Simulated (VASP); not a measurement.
# TiO2 (P-3m1) in VASP: notebook, part 2 of 2

VASP 6.6.1.

## 4. Relaxation of cell and atoms, PBEsol

This run uses another cell than the first one, of 12.62 Å³/atom, 0.971 times its volume.

INCAR

```
SYSTEM = TiO2
  PREC = Accurate
  ENCUT = 600
  EDIFF = 1E-7
  ISMEAR = 0
  SIGMA = 0.02
  LREAL = .FALSE.
  LASPH = .TRUE.
  NELM = 100
  ALGO = Normal
  ISIF = 3
  LWAVE = .FALSE.
  LCHARG = .FALSE.
  GGA = PS
  IBRION = 2
  NSW = 80
  EDIFFG = -0.01
```

KPOINTS

```
regular mesh
0
G
  12 12 6
  0 0 0
```

POSCAR

```
TiO2
1.0
    2.9599003036      0.0000000000      0.0000000000
   -1.4799501518      2.5633488556      0.0000000000
    0.0000000000      0.0000000000      4.9908908639
Ti O
1 2
Direct
    0.0000000000      0.0000000000      0.0000000000
    0.6666666667      0.3333333333      0.8080500877
    0.3333333333      0.6666666667      0.1919499123
```

Potentials or basis: VASP PAW PBE potentials, release 64 (Ti_sv, O).

The run is started by

```sh
> cat potpaw_PBE.64/Ti_sv/POTCAR potpaw_PBE.64/O/POTCAR > POTCAR
> mpirun -np 1 vasp_std > vasp.out
```

OUTCAR:

```text
SYSTEM = TiO2
   PREC = Accurate
   ENCUT = 600
   EDIFF = 1E-7
   ISMEAR = 0
   LREAL = .FALSE.
   LASPH = .TRUE.
   NELM = 100
   ISIF = 3
   GGA = PS
   IBRION = 2
   NSW = 80
   EDIFFG = -0.01

 ion  position               nearest neighbor table
   1  0.000  0.000  0.000-   2 1.96   3 1.96   2 1.96   3 1.96   2 1.96   3 1.96
   2  0.667  0.333  0.808-   1 1.96   1 1.96   1 1.96
   3  0.333  0.667  0.192-   1 1.96   1 1.96   1 1.96

  LATTYP: Found a hexagonal cell.
 ALAT       =     2.9599003036
 C/A-ratio  =     1.6861685706

  Lattice vectors:

 A1 = (   2.9599003036,   0.0000000000,   0.0000000000)
 A2 = (  -1.4799501518,   2.5633488556,   0.0000000000)
 A3 = (   0.0000000000,   0.0000000000,   4.9908908639)

Analysis of symmetry for initial positions (statically):
=====================================================================
 Subroutine PRICEL returns:
 Original cell was already a primitive cell.

 Routine SETGRP: Setting up the symmetry group for a
 hexagonal supercell.

 Subroutine GETGRP returns: Found 12 space group operations
 (whereof 12 operations were pure point group operations)
 out of a pool of 24 trial point group operations.

The static configuration has the point symmetry D_3d.

Analysis of symmetry for dynamics (positions and initial velocities):
=====================================================================
 Subroutine PRICEL returns:
 Original cell was already a primitive cell.

 Routine SETGRP: Setting up the symmetry group for a
 hexagonal supercell.

 Subroutine GETGRP returns: Found 12 space group operations
 (whereof 12 operations were pure point group operations)
 out of a pool of 24 trial point group operations.

The dynamic configuration has the point symmetry D_3d.

 Subroutine INISYM returns: Found 12 space group operations
 (whereof 12 operations are pure point group operations),
 and found     1 'primitive' translations

----------------------------------------------------------------------------------------

                                     Primitive cell

  volume of cell :      37.8672

  direct lattice vectors                    reciprocal lattice vectors
     2.959900304  0.000000000  0.000000000     0.337849217  0.195057336  0.000000000
    -1.479950152  2.563348856  0.000000000     0.000000000  0.390114673  0.000000000
     0.000000000  0.000000000  4.990890864     0.000000000  0.000000000  0.200365030

  length of vectors
     2.959900304  2.959900304  4.990890864     0.390114673  0.390114673  0.200365030

  position of ions in fractional coordinates (direct lattice)
     0.000000000  0.000000000  0.000000000
     0.666666667  0.333333333  0.808050088
     0.333333333  0.666666667  0.191949912

  ion indices of the primitive-cell ions
   primitive index   ion index
                 1           1
                 2           2
                 3           3

----------------------------------------------------------------------------------------

[... 31 lines left out ...]
  0.416667  0.000000  0.000000      6.000000
[... 16 lines left out ...]
  0.166667  0.000000  0.166667      6.000000
  0.000000  0.166667  0.166667      6.000000
 [... further k-points ...]
   k-points           NKPTS =    100   k-points in BZ     NKDIM =    100   number of bands    NBANDS=     16
   number of dos      NEDOS =    301   number of ions     NIONS =      3
   total plane-waves  NPLWV =  23040
   dimension x,y,z NGX =    24 NGY =   24 NGZ =   40
   dimension x,y,z NGXF=    48 NGYF=   48 NGZF=   80
   ions per type =               1   2
   NGX,Y,Z   is equivalent  to a cutoff of  13.48, 13.48, 13.32 a.u.
   NGXF,Y,Z  is equivalent  to a cutoff of  26.96, 26.96, 26.65 a.u.
 SYSTEM =  TiO2
   PREC   = accura    normal or accurate (medium, high low for compatibility)
   ISTART =      0    job   : 0-new  1-cont  2-samecut
   ICHARG =      2    charge: 1-file 2-atom 10-const
   ISPIN  =      1    spin polarized calculation?
   LNONCOLLINEAR =      F non collinear calculations
   LSORBIT =      F    spin-orbit coupling
   LASPH  =      T    aspherical Exc in radial PAW
   ENCUT  =  600.0 eV  44.10 Ry    6.64 a.u.   5.91  5.91  9.97*2*pi/ulx,y,z
   NELM   =    100;   NELMIN=  2; NELMDL= -5     # of ELM steps
   EDIFF  = 0.1E-06   stopping-criterion for ELM
   LREAL  =      F    real-space projection
   EDIFFG = -.1E-01   stopping-criterion for IOM
   NSW    =     80    number of steps for IOM
   IBRION =      2    ionic relax: 0-MD 1-quasi-New 2-CG
   NFREE  =      1    steps in history (QN), initial steepest desc. (CG)
   ISIF   =      3    stress and relaxation
   ISYM   =      2    0-nonsym 1-usesym 2-fastsym
   POTIM  = 0.5000    time-step for ionic-motion
   TEBEG  =    0.0;   TEEND  =   0.0 temperature during run
   PSTRESS=    0.0 pullay stress
   NELECT =      24.0000    total number of electrons
   NUPDOWN=      -1.0000    fix difference up-down
   EMIN   =  10.00;   EMAX   =-10.00  energy-range for DOS
   EFERMI =   0.00;   METHOD = LEGACY
   ISMEAR =     0;   SIGMA  =   0.02  broadening in eV -4-tet -1-fermi 0-gaus
   EFERMI_NEDOS =   21; number of points for ismear=-14 and -15
   IALGO  =     38    algorithm
   IMIX   =      4    mixing-type and parameters
     AMIX     =   0.40;   BMIX     =  1.00
     AMIX_MAG =   1.60;   BMIX_MAG =  1.00
  volume/ion in A,a.u.               =      12.62        85.18
  Fermi-wavevector in a.u.,A,eV,Ry     =   1.406234  2.657397 26.905443  1.977494
  Thomas-Fermi vector in A             =   2.528615
   LORBIT       =      0    0 simple, 1 ext, 2 COOP (PROOUT), +10 PAW based schemes
   GGA     = PS    functional components
   LHFCALC =     F    Hartree Fock is set to
   AEXX    =    0.0000 exact exchange contribution
   IVDW    =     0    specifies the selected vdW correction
   LEPSILON=     F    determine dielectric tensor
   LRPA    =     F    only Hartree local field effects (RPA)
 conjugate gradient relaxation of ions
 non-spin polarized calculation
 Gauss-broadening in eV      SIGMA  =   0.02
  energy-cutoff  :      600.00
  volume of cell :       37.87
 maximum number of plane-waves:      1290
   NGX = 11   NGY = 11   NGZ = 19

--------------------------------------- Ionic step        1  -------------------------------------------

 number of electron      24.0000001 magnetization

 Free energy of the ion-electron system (eV)
  ---------------------------------------------------
  ext. energy  EPLUGINS =         0.00000000
  ---------------------------------------------------
  free energy    TOTEN  =       -27.65384415 eV

  energy without entropy =      -27.65384415  energy(sigma->0) =      -27.65384415

------------------------ aborting loop because EDIFF is reached ----------------------------------------

  FORCE on cell =-STRESS in cart. coord.  units (eV):
  Direction    XX          YY          ZZ          XY          YZ          ZX
  --------------------------------------------------------------------------------------
  -------------------------------------------------------------------------------------
  Total        0.1402667      0.1402667      0.1319443     -0.0000000      0.0000000      0.0000000
  in kB        5.9347476      5.9347476      5.5826223     -0.0000000      0.0000000      0.0000000
  external PRESSURE =       5.8173725 kB  Pullay stress =       0.0000000 kB
[... 98 lines left out ...]
--------------------------------------- Ionic step        4  -------------------------------------------

 number of electron      24.0000002 magnetization

 Free energy of the ion-electron system (eV)
  ---------------------------------------------------
  ext. energy  EPLUGINS =         0.00000000
  ---------------------------------------------------
  free energy    TOTEN  =       -27.65417729 eV

  energy without entropy =      -27.65417729  energy(sigma->0) =      -27.65417729

 E-fermi :   2.0225     XC(G=0): -10.1642

 val. band max:        1.9205148533   @ k =   0.1667   0.0833   0.0000
 cond. band min:       4.5525514032   @ k =   0.0000   0.0000   0.5000
 fundamental gap:      2.6320365499
 Fermi energy:         2.0225245495

 k-point     1 :       0.0000    0.0000    0.0000
  band No.  band energies     occupation
      1     -54.1965      2.00000
      2     -30.5826      2.00000
      3     -30.2787      2.00000
      4     -30.2787      2.00000
      5     -15.6551      2.00000
      6     -13.7096      2.00000
[... 433 lines left out ...]
      3     -30.4487      2.00000
      4     -30.3105      2.00000
      5     -15.2789      2.00000
      6     -13.9178      2.00000
[... 8 lines left out ...]
     15       6.2210      0.00000
     16       8.1899      0.00000

 [... further k-points ...]

------------------------ aborting loop because EDIFF is reached ----------------------------------------

  FORCE on cell =-STRESS in cart. coord.  units (eV):
  Direction    XX          YY          ZZ          XY          YZ          ZX
  --------------------------------------------------------------------------------------
  -------------------------------------------------------------------------------------
  Total       -0.0073283     -0.0073283     -0.0200231     -0.0000000     -0.0000000      0.0000000
  in kB       -0.3095241     -0.3095241     -0.8457180     -0.0000000     -0.0000000      0.0000000
  external PRESSURE =      -0.4882554 kB  Pullay stress =       0.0000000 kB
[... 18 lines left out ...]
  FREE ENERGIE OF THE ION-ELECTRON SYSTEM (eV)
  ---------------------------------------------------
  free  energy   TOTEN  =       -27.6541772872 eV

  energy  without entropy=      -27.6541772872  energy(sigma->0) =      -27.65417729

 reached required accuracy - stopping structural energy minimisation
```

CONTCAR:

```text
TiO2
   1.00000000000000
     2.9612633974678433   -0.0000000000000000    0.0000000000000000
    -1.4806316987339216    2.5645293295173133    0.0000000000000000
    -0.0000000000000000   -0.0000000000000000    4.9949677633300347
  Ti              O
     1     2
Direct
     1.0000000000000000    0.0000000000000000    0.0000000000000000
     0.6666666667000030    0.3333333332999970    0.8075641466270059
     0.3333333332999970    0.6666666667000030    0.1924358533729940

  0.00000000E+00  0.00000000E+00  0.00000000E+00
  0.00000000E+00  0.00000000E+00  0.00000000E+00
  0.00000000E+00  0.00000000E+00  0.00000000E+00
```

It took 88 s on 1 thread of Intel Xeon Platinum 8559C (Emerald Rapids), shared host; peak memory 0.21 GiB.

What came out:

```
Free energy                            : -27.6542 eV
Relaxed volume                         : 12.64 Å³/atom
Relaxed cell                           : a = 2.961 Å, b = 2.961 Å, c = 4.995 Å, α = 90.00°, β = 90.00°, γ = 120.00°
Space group after relaxing (to 0.05 Å) : P-3m1 (No. 164)
Energy gained by relaxing              : 0.1 meV/atom
Ionic steps                            : 4
Pressure after relaxing                : 0.0 GPa
Largest force after relaxing           : 0.009 eV/Å
Band gap on the k mesh                 : 2.63 eV, indirect (least direct gap 2.91 eV)
```

Forces on the atoms (eV/Å):
```
Ti   0.000  0.000  0.000
O    0.000  0.000 -0.009
O    0.000  0.000  0.009
```

The path:
```csv
step,energy change (eV),largest force (eV/Å),pressure (GPa),volume (Å³)
1,0.0000,0.0863,0.58,37.87
2,0.0006,0.0975,-1.20,38.12
3,-0.0003,0.0180,-0.09,37.96
4,-0.0003,0.0087,-0.05,37.93
```

Final structure:
```xyz
3
Lattice="2.9613 0.0000 0.0000 -1.4806 2.5645 0.0000 0.0000 0.0000 4.9950" Properties=species:S:1:pos:R:3 pbc="T T T"
Ti    2.9613    0.0000    0.0000
O     1.4806    0.8548    4.0338
O     0.0000    1.7097    0.9612
```

Caveat: the PAW data sets were made with another functional, which shifts forces and pressure a little.

## 5. Summary

| task | spin | cell | k mesh | cutoff (eV) | smearing | gap on the mesh (eV) | pressure (GPa) | largest force (eV/Å) |
| --- | --- | --- | --- | --- | --- | --- | --- | --- |
| single point | collinear, ferromagnetic start | a = 3.028, b = 3.028, c = 4.914 Å, angles 90.0, 90.0, 120.0°, 3 atoms | 6 × 6 × 4 | 520 | gaussian 0.1 eV | 1.55 | -29.4 | 4.27 |
| single point | off | a = 2.958, b = 2.958, c = 5.044 Å, angles 90.0, 90.0, 120.0°, 3 atoms | 12 × 12 × 6 | 520 | gaussian 0.02 eV | 2.65 | 0.7 | 0.06 |
| relaxation of cell and atoms | off | relaxed from a = 2.960, b = 2.960, c = 4.991 Å, angles 90.0, 90.0, 120.0°, 3 atoms | 12 × 12 × 6 | 600 | gaussian 0.02 eV | 2.63 | 0.0 | 0.01 |

Alike in all rows: level PBEsol; potentials or basis VASP PAW PBE potentials, release 64 (Ti_sv, O).

Caveats: the PAW data sets were made with another functional, which shifts forces and pressure a little.

Total energies depend on the potentials used, so only differences within one code and one set of settings carry meaning.
